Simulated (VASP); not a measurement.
A run of VASP 6.6.1:

The input INCAR:

```
PREC     = Accurate       # precision mode
ENCUT    = 520            # plane-wave cutoff, eV
EDIFF    = 1E-7           # SCF threshold, eV
ISMEAR   = -1             # smearing method
SIGMA    = 0.05           # smearing width, eV
LREAL    = False          # projectors in reciprocal space
LASPH    = True           # aspherical terms in the spheres
NELM     = 100            # most SCF steps
ALGO     = Normal         # electronic algorithm
ISIF     = 2              # what is computed and relaxed
LWAVE    = False          # write WAVECAR
LCHARG   = True           # write CHGCAR
GGA      = PS             # functional
IVDW     = 13             # dispersion correction
LELF     = True           # ELF
LVHAR    = True         
NBANDS   = 15             # bands
```

File KPOINTS:

```
regular mesh
0
Gamma
  10 10 10
```

Contents of POSCAR:

```
CaO
1.0
    0.0000000000      2.4506962070      2.4506962070
    2.4506962070      0.0000000000      2.4506962070
    2.4506962070      2.4506962070      0.0000000000
Ca O
1 1
Direct
    0.0000000000      0.0000000000      0.0000000000
    0.5000000000      0.5000000000      0.5000000000
```

Potentials or basis: VASP PAW PBE potentials, release 64 (Ca_sv, O).

Command:

```bash
$ cat potpaw_PBE.64/Ca_sv/POTCAR potpaw_PBE.64/O/POTCAR > POTCAR
$ mpirun -np 1 vasp_std > vasp.out
```

Hardware: 1 thread of Intel Xeon 8259CL, on a shared host.

Problem. Estimate the wall time of this run.

Solution. Run time: 42 s on 1 thread of Intel Xeon 8259CL, with other jobs on the host, peak memory 0.17 GiB. Counts: scf iterations 13, k points 47.
